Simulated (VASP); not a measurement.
# CdH2 (Fm-3m) in VASP: notebook

The runs below take CdH2 through relaxation of cell and atoms, single point, with PBE.

Everything below comes from runs of VASP 6.6.1. Logs are shortened: lines on timing, memory, paths and dates and some standing lists are left out, and cuts for length are marked.

## 1. The cell of the first run

It takes space group Fm-3m (No. 225, cubic). Conventional cell: a = 5.875 Å, b = 5.875 Å, c = 5.875 Å, α = 90.00°, β = 90.00°, γ = 90.00°. Cd (site symmetry m-3m) has 8 H at 2.54 Å within 3.4 Å. Within 3.4 Å of H (site symmetry -43m) lie 4 Cd at 2.54 Å and 6 H at 2.94 Å.

## 2. Relaxation of cell and atoms, PBE (atoms taken out)

Input file INCAR:

```
SYSTEM = CdH2
ALGO     = Normal         ! electronic algorithm
EDIFF    = 1E-6           ! SCF threshold, eV
EDIFFG   = -0.04          ! ionic threshold
ENCUT    = 600            ! plane-wave cutoff, eV
GGA      = PE             ! functional
IBRION   = 2              ! ionic algorithm
ISIF     = 3              ! what is computed and relaxed
ISMEAR   = 0              ! smearing method
LASPH    = .True.         ! aspherical terms in the spheres
LCHARG   = .False.        ! write CHGCAR
LREAL    = .False.        ! projectors in reciprocal space
LWAVE    = .False.        ! write WAVECAR
NELM     = 60             ! most SCF steps
NSW      = 90             ! ionic steps
PREC     = Accurate       ! precision mode
SIGMA    = 0.1            ! smearing width, eV
```

Input file KPOINTS:

```
k-points
0
Gamma
  6 6 6
  0 0 0
```

Input file POSCAR:

```
CdH2
1.0
    0.0000000000      2.9375581700      2.9375581700
    2.9375581700      0.0000000000      2.9375581700
    2.9375581700      2.9375581700      0.0000000000
Cd H
1 2
Direct
    0.0000000000      0.0000000000      0.0000000000
    0.2500000000      0.2500000000      0.2500000000
    0.7500000000      0.7500000000      0.7500000000
```

Potentials or basis: VASP PAW PBE potentials, release 64 (Cd, H).

Started as:

```sh
$ cat potpaw_PBE.64/Cd/POTCAR potpaw_PBE.64/H/POTCAR > POTCAR
$ mpirun -np 1 vasp_std > vasp.out
```

OUTCAR:

```text
SYSTEM = CdH2
   EDIFF = 1E-6
   EDIFFG = -0.04
   ENCUT = 600
   GGA = PE
   IBRION = 2
   ISIF = 3
   ISMEAR = 0
   LASPH = .True.
   LREAL = .False.
   NELM = 60
   NSW = 90
   PREC = Accurate

 ion  position               nearest neighbor table
   1  0.000  0.000  0.000-
   2  0.250  0.250  0.250-
   3  0.750  0.750  0.750-

  LATTYP: Found a face centered cubic cell.
 ALAT       =     5.8751163400

  Lattice vectors:

 A1 = (   0.0000000000,   2.9375581700,   2.9375581700)
 A2 = (   2.9375581700,   0.0000000000,   2.9375581700)
 A3 = (   2.9375581700,   2.9375581700,   0.0000000000)

Analysis of symmetry for initial positions (statically):
=====================================================================
 Subroutine PRICEL returns:
 Original cell was already a primitive cell.

 Routine SETGRP: Setting up the symmetry group for a
 face centered cubic supercell.

 Subroutine GETGRP returns: Found 48 space group operations
 (whereof 48 operations were pure point group operations)
 out of a pool of 48 trial point group operations.

The static configuration has the point symmetry O_h .

Analysis of symmetry for dynamics (positions and initial velocities):
=====================================================================
 Subroutine PRICEL returns:
 Original cell was already a primitive cell.

 Routine SETGRP: Setting up the symmetry group for a
 face centered cubic supercell.

 Subroutine GETGRP returns: Found 48 space group operations
 (whereof 48 operations were pure point group operations)
 out of a pool of 48 trial point group operations.

The dynamic configuration has the point symmetry O_h .

 Subroutine INISYM returns: Found 48 space group operations
 (whereof 48 operations are pure point group operations),
 and found     1 'primitive' translations

----------------------------------------------------------------------------------------

                                     Primitive cell

  volume of cell :      50.6978

  direct lattice vectors                    reciprocal lattice vectors
     0.000000000  2.937558170  2.937558170    -0.170209395  0.170209395  0.170209395
     2.937558170  0.000000000  2.937558170     0.170209395 -0.170209395  0.170209395
     2.937558170  2.937558170  0.000000000     0.170209395  0.170209395 -0.170209395

  length of vectors
     4.154334604  4.154334604  4.154334604     0.294811321  0.294811321  0.294811321

  position of ions in fractional coordinates (direct lattice)
     0.000000000  0.000000000  0.000000000
     0.250000000  0.250000000  0.250000000
     0.750000000  0.750000000  0.750000000

  ion indices of the primitive-cell ions
   primitive index   ion index
                 1           1
                 2           2
                 3           3

----------------------------------------------------------------------------------------

 KPOINTS: k-points

Automatic generation of k-mesh.
 Grid dimensions read from file:
 generate k-points for:    6    6    6

 Generating k-lattice:

  Cartesian coordinates                     Fractional coordinates (reciprocal lattice)
    -0.028368233  0.028368233  0.028368233     0.166666667  0.000000000  0.000000000
     0.028368233 -0.028368233  0.028368233     0.000000000  0.166666667  0.000000000
     0.028368233  0.028368233 -0.028368233     0.000000000  0.000000000  0.166666667

  Length of vectors
     0.049135220  0.049135220  0.049135220

  Shift w.r.t. Gamma in fractional coordinates (k-lattice)
     0.000000000  0.000000000  0.000000000

 Subroutine IBZKPT returns following result:
 ===========================================

 Found     16 irreducible k-points:

 Following reciprocal coordinates:
            Coordinates               Weight
  0.000000  0.000000  0.000000      1.000000
  0.166667  0.000000  0.000000      8.000000
  0.333333  0.000000  0.000000      8.000000
  0.500000  0.000000  0.000000      4.000000
  0.166667  0.166667  0.000000      6.000000
  0.333333  0.166667  0.000000     24.000000
[... 8 lines left out ...]
 -0.333333  0.333333  0.166667     24.000000
 -0.333333  0.500000  0.166667     12.000000
   k-points           NKPTS =     16   k-points in BZ     NKDIM =     16   number of bands    NBANDS=     11
   number of dos      NEDOS =    301   number of ions     NIONS =      3
   total plane-waves  NPLWV =  46656
   dimension x,y,z NGX =    36 NGY =   36 NGZ =   36
   dimension x,y,z NGXF=    72 NGYF=   72 NGZF=   72
   ions per type =               1   2
   NGX,Y,Z   is equivalent  to a cutoff of  14.41, 14.41, 14.41 a.u.
   NGXF,Y,Z  is equivalent  to a cutoff of  28.81, 28.81, 28.81 a.u.
 SYSTEM =  CdH2
   PREC   = accura    normal or accurate (medium, high low for compatibility)
   ISTART =      0    job   : 0-new  1-cont  2-samecut
   ICHARG =      2    charge: 1-file 2-atom 10-const
   ISPIN  =      1    spin polarized calculation?
   LNONCOLLINEAR =      F non collinear calculations
   LSORBIT =      F    spin-orbit coupling
   LASPH  =      T    aspherical Exc in radial PAW
   ENCUT  =  600.0 eV  44.10 Ry    6.64 a.u.   8.30  8.30  8.30*2*pi/ulx,y,z
   NELM   =     60;   NELMIN=  2; NELMDL= -5     # of ELM steps
   EDIFF  = 0.1E-05   stopping-criterion for ELM
   LREAL  =      F    real-space projection
   EDIFFG = -.4E-01   stopping-criterion for IOM
   NSW    =     90    number of steps for IOM
   IBRION =      2    ionic relax: 0-MD 1-quasi-New 2-CG
   NFREE  =      1    steps in history (QN), initial steepest desc. (CG)
   ISIF   =      3    stress and relaxation
   ISYM   =      2    0-nonsym 1-usesym 2-fastsym
   POTIM  = 0.5000    time-step for ionic-motion
   TEBEG  =    0.0;   TEEND  =   0.0 temperature during run
   PSTRESS=    0.0 pullay stress
   NELECT =      14.0000    total number of electrons
   NUPDOWN=      -1.0000    fix difference up-down
   EMIN   =  10.00;   EMAX   =-10.00  energy-range for DOS
   EFERMI =   0.00;   METHOD = LEGACY
   ISMEAR =     0;   SIGMA  =   0.10  broadening in eV -4-tet -1-fermi 0-gaus
   EFERMI_NEDOS =   21; number of points for ismear=-14 and -15
   IALGO  =     38    algorithm
   IMIX   =      4    mixing-type and parameters
     AMIX     =   0.40;   BMIX     =  1.00
     AMIX_MAG =   1.60;   BMIX_MAG =  1.00
  volume/ion in A,a.u.               =      16.90       114.04
  Fermi-wavevector in a.u.,A,eV,Ry     =   1.066075  2.014589 15.463234  1.136516
  Thomas-Fermi vector in A             =   2.201647
   LORBIT       =      0    0 simple, 1 ext, 2 COOP (PROOUT), +10 PAW based schemes
   GGA     = PE    functional components
   LHFCALC =     F    Hartree Fock is set to
   AEXX    =    0.0000 exact exchange contribution
   IVDW    =     0    specifies the selected vdW correction
   LEPSILON=     F    determine dielectric tensor
   LRPA    =     F    only Hartree local field effects (RPA)
 conjugate gradient relaxation of ions
 non-spin polarized calculation
 Gauss-broadening in eV      SIGMA  =   0.10
  energy-cutoff  :      600.00
  volume of cell :       50.70
 maximum number of plane-waves:      1711
 NGX is ok and might be reduce to    36
   NGX = 17   NGY = 17   NGZ = 17

--------------------------------------- Ionic step        1  -------------------------------------------

 number of electron      13.9999999 magnetization

 Free energy of the ion-electron system (eV)
  ---------------------------------------------------
  ext. energy  EPLUGINS =         0.00000000
  ---------------------------------------------------
  free energy    TOTEN  =        -5.05103165 eV

  energy without entropy =       -5.04851143  energy(sigma->0) =       -5.04977154

------------------------ aborting loop because EDIFF is reached ----------------------------------------

  FORCE on cell =-STRESS in cart. coord.  units (eV):
  Direction    XX          YY          ZZ          XY          YZ          ZX
  --------------------------------------------------------------------------------------
  -------------------------------------------------------------------------------------
  Total       -3.2283034     -3.2283034     -3.2283034     -0.0000000     -0.0000000      0.0000000
  in kB     -102.0223930   -102.0223930   -102.0223930     -0.0000000     -0.0000000      0.0000000
  external PRESSURE =    -102.0223930 kB  Pullay stress =       0.0000000 kB
[... 22 lines left out ...]
  energy  without entropy=       -5.0485114299  energy(sigma->0) =       -5.04977154

--------------------------------------- Ionic step        2  -------------------------------------------

 number of electron      13.9999999 magnetization

 E-fermi :  -0.1805     XC(G=0):  -8.7745

 val. band max:       -0.2827889671   @ k =   0.3333   0.3333   0.0000
 cond. band min:      -0.0307733096   @ k =   0.1667   0.0000   0.0000
 fundamental gap:      0.2520156575
 Fermi energy:        -0.1804805316

 k-point     1 :       0.0000    0.0000    0.0000
  band No.  band energies     occupation
      1      -8.5159      2.00000
      2      -8.5159      2.00000
      3      -8.5159      2.00000
      4      -8.3964      2.00000
      5      -8.3964      2.00000
      6      -7.6246      2.00000
      7       0.2408      0.00000
      8       7.7731      0.00000
      9       8.5471      0.00000
     10       8.5471      0.00000
     11       8.5471      0.00000
[... 279 lines left out ...]
  energy  without entropy=       -5.8041717003  energy(sigma->0) =       -5.80565345

--------------------------------------- Ionic step        4  -------------------------------------------

 number of electron      14.0000001 magnetization

 E-fermi :   4.0431     XC(G=0): -11.4329

 val. band max:        3.9247123625   @ k =   0.0000   0.0000   0.0000
 cond. band min:       4.1565772028   @ k =   0.1667   0.1667   0.0000
 fundamental gap:      0.2318648403
 Fermi energy:         4.0431291881

 k-point     1 :       0.0000    0.0000    0.0000
  band No.  band energies     occupation
      1      -8.4533      2.00000
      2      -5.7683      2.00000
      3      -5.7683      2.00000
      4      -5.7683      2.00000
      5      -5.2497      2.00000
      6      -5.2497      2.00000
      7       3.9247      1.90600
      8      16.4458      0.00000
      9      16.4458      0.00000
     10      16.4458      0.00000
     11      16.5711      0.00000
[... 279 lines left out ...]
  energy  without entropy=       -5.8344239679  energy(sigma->0) =       -5.83641127

--------------------------------------- Ionic step        6  -------------------------------------------

 number of electron      14.0000001 magnetization

 Free energy of the ion-electron system (eV)
  ---------------------------------------------------
  ext. energy  EPLUGINS =         0.00000000
  ---------------------------------------------------
  free energy    TOTEN  =        -5.84302877 eV

  energy without entropy =       -5.83859645  energy(sigma->0) =       -5.84081261

 E-fermi :   1.4942     XC(G=0):  -9.9049

 val. band max:        1.4399055065   @ k =   0.5000   0.5000   0.0000
 cond. band min:       1.4952775768   @ k =   0.3333   0.3333   0.0000
 fundamental gap:      0.0553720704
 Fermi energy:         1.4942360461

 k-point     1 :       0.0000    0.0000    0.0000
  band No.  band energies     occupation
      1      -7.9986      2.00000
      2      -7.3179      2.00000
      3      -7.3179      2.00000
      4      -7.3179      2.00000
      5      -7.0731      2.00000
      6      -7.0731      2.00000
      7       1.7293      0.00089
      8      11.7035      0.00000
      9      11.7323      0.00000
     10      11.7323      0.00000
     11      11.7323      0.00000
[... 238 lines left out ...]
  FREE ENERGIE OF THE ION-ELECTRON SYSTEM (eV)
  ---------------------------------------------------
  free  energy   TOTEN  =        -5.8430287713 eV

  energy  without entropy=       -5.8385964533  energy(sigma->0) =       -5.84081261

 reached required accuracy - stopping structural energy minimisation
```

Wall time 70 s (1 thread of Intel Xeon Platinum 8375C at 2.90GHz (Ice Lake), shared host); peak memory 0.21 GiB.

What came out:

| Quantity | Value |
| --- | --- |
| Free energy | -5.8430 eV |
| Relaxed volume | 11.10 Å³/atom |
| Relaxed cell | a = 3.612 Å, b = 3.612 Å, c = 3.612 Å, α = 60.00°, β = 60.00°, γ = 60.00° |
| Space group after relaxing (to 0.1 Å) | Fm-3m (No. 225) |
| Energy gained by relaxing | 264.0 meV/atom |
| Ionic steps | 6 |
| Pressure after relaxing | 0.1 GPa |
| Band gap on the k mesh | zero (bands 7 and 8 overlap by 0.91 eV) |

Step by step:
```csv
step,energy change (eV),largest force (eV/Å),pressure (GPa),volume (Å³)
1,0.0000,0.0000,-10.20,50.70
2,-0.4545,0.0000,-8.83,43.20
3,-0.7561,0.0000,-3.88,36.11
4,-0.0401,0.0000,35.82,24.35
5,-0.7874,0.0000,-1.52,34.30
6,-0.7920,0.0000,0.07,33.31
```

Final structure:
```
CELL_PARAMETERS angstrom
0.00000 2.55372 2.55372
2.55372 0.00000 2.55372
2.55372 2.55372 0.00000
ATOMIC_POSITIONS crystal
Cd 0.00000 0.00000 0.00000
H 0.25000 0.25000 0.25000
H 0.75000 0.75000 0.75000
```

Caveat: the cell differs from its parent crystal (atoms taken out); the volume moved by over 15 % at a fixed basis, so the end points are rough.

## 3. Single point, PBE (atoms taken out)

Input file INCAR:

```
  PREC = Accurate
  ENCUT = 520
  EDIFF = 1E-6
  ISMEAR = 0
  SIGMA = 0.1
  LREAL = False
  LASPH = True
  NELM = 100
  ALGO = Normal
  ISIF = 2
  LWAVE = False
  LCHARG = False
  GGA = PE
  NBANDS = 14
```

Input file KPOINTS:

```
Automatic mesh
0
Gamma
  16 16 16
```

Input file POSCAR:

```
CdH2
1.0
    0.0000000000      2.5524323871      2.5524323871
    2.5524323871      0.0000000000      2.5524323871
    2.5524323871      2.5524323871      0.0000000000
Cd H
1 2
Direct
    0.0000000000      0.0000000000      0.0000000000
    0.2500000000      0.2500000000      0.2500000000
    0.7500000000      0.7500000000      0.7500000000
```

Potentials or basis: VASP PAW PBE potentials, release 64 (Cd, H).

Started as:

```sh
$ cat potpaw_PBE.64/Cd/POTCAR potpaw_PBE.64/H/POTCAR > POTCAR
$ mpirun -np 1 vasp_std > vasp.out
```

OUTCAR:

```text
PREC = Accurate
   ENCUT = 520
   EDIFF = 1E-6
   ISMEAR = 0
   LREAL = False
   LASPH = True
   NELM = 100
   ISIF = 2
   GGA = PE

 ion  position               nearest neighbor table
   1  0.000  0.000  0.000-   2 2.21   3 2.21   3 2.21   3 2.21   3 2.21   2 2.21   2 2.21   2 2.21

   2  0.250  0.250  0.250-   1 2.21   1 2.21   1 2.21   1 2.21
   3  0.750  0.750  0.750-   1 2.21   1 2.21   1 2.21   1 2.21

  LATTYP: Found a face centered cubic cell.
 ALAT       =     5.1048647742

  Lattice vectors:
[... 599 lines left out ...]

  FORCE on cell =-STRESS in cart. coord.  units (eV):
  Direction    XX          YY          ZZ          XY          YZ          ZX
  --------------------------------------------------------------------------------------
  -------------------------------------------------------------------------------------
  Total        0.0547696      0.0547696      0.0547696      0.0000000      0.0000000      0.0000000
  in kB        2.6385006      2.6385006      2.6385006      0.0000000      0.0000000      0.0000000
  external PRESSURE =       2.6385006 kB  Pullay stress =       0.0000000 kB

 VOLUME and BASIS-vectors are now :
 -----------------------------------------------------------------------------
  energy-cutoff  :      520.00
  volume of cell :       33.26
      direct lattice vectors                 reciprocal lattice vectors
     0.000000000  2.552432387  2.552432387    -0.195891575  0.195891575  0.195891575
     2.552432387  0.000000000  2.552432387     0.195891575 -0.195891575  0.195891575
     2.552432387  2.552432387  0.000000000     0.195891575  0.195891575 -0.195891575

 POSITION                                       TOTAL-FORCE (eV/Angst)
 -----------------------------------------------------------------------------------
      0.00000      0.00000      0.00000        -0.000000     -0.000000     -0.000000
      1.27622      1.27622      1.27622         0.000000      0.000000      0.000000
      3.82865      3.82865      3.82865        -0.000000     -0.000000     -0.000000
 -----------------------------------------------------------------------------------
    total drift:                               -0.000000     -0.000000      0.000000

  FREE ENERGIE OF THE ION-ELECTRON SYSTEM (eV)
  ---------------------------------------------------
  free  energy   TOTEN  =        -5.8178287066 eV

  energy  without entropy=       -5.8132820529  energy(sigma->0) =       -5.81555538
```

OSZICAR:

```text
N       E                     dE             d eps       ncg     rms          rms(c)
DAV:   1     0.722897476188E+02    0.72290E+02   -0.74274E+03  4316   0.945E+02
DAV:   2    -0.458161958071E+01   -0.76871E+02   -0.71494E+02  4696   0.226E+02
DAV:   3    -0.645147856391E+01   -0.18699E+01   -0.18601E+01  4852   0.380E+01
DAV:   4    -0.645450041860E+01   -0.30219E-02   -0.30218E-02  4798   0.155E+00
DAV:   5    -0.645451006752E+01   -0.96489E-05   -0.96489E-05  4950   0.838E-02    0.748E+00
DAV:   6    -0.587837818016E+01    0.57613E+00   -0.57919E-01  4664   0.108E+01    0.558E+00
DAV:   7    -0.581466490204E+01    0.63713E-01   -0.20079E-01  4420   0.308E+00    0.196E+00
DAV:   8    -0.581693965485E+01   -0.22748E-02   -0.23080E-02  4770   0.190E+00    0.354E-01
DAV:   9    -0.581772974604E+01   -0.79009E-03   -0.12335E-03  4398   0.450E-01    0.753E-02
DAV:  10    -0.581781411490E+01   -0.84369E-04   -0.22573E-04  4858   0.174E-01    0.256E-02
DAV:  11    -0.581782978255E+01   -0.15668E-04   -0.26868E-05  4542   0.372E-02    0.656E-03
DAV:  12    -0.581782864884E+01    0.11337E-05   -0.26406E-06  4820   0.211E-02    0.312E-03
DAV:  13    -0.581782870661E+01   -0.57770E-07   -0.26853E-07  3316   0.465E-03
   1 F= -.58178287E+01 E0= -.58155554E+01  d E =-.454665E-02
```

It took 63 s on 1 thread of Intel Xeon Platinum 8375C at 2.90GHz (Ice Lake), shared host; peak memory 0.2 GiB.

What came out:

- Free energy: -5.8178 eV
- Pressure: 0.3 GPa
- Band gap on the k mesh: zero (bands 7 and 8 overlap by 0.94 eV)

Levels at points of the mesh, in eV from the Fermi level:
```tsv
k point	band 5	band 6	band 7	band 8	band 9	band 10
(0.00, 0.00, 0.00)	-8.33	-8.33	0.40	10.40	10.46	10.46
(0.50, 0.00, 0.00)	-8.19	-4.90	-4.26	5.38	6.11	7.96
(0.50, 0.50, 0.00)	-8.16	-5.08	-0.69	0.13	4.20	4.20
```

Caveat: the cell differs from its parent crystal (atoms taken out).

(Part 1 of 2 ends here.)

The gap in the log of VASP goes by the Fermi energy; the results here count the filled bands.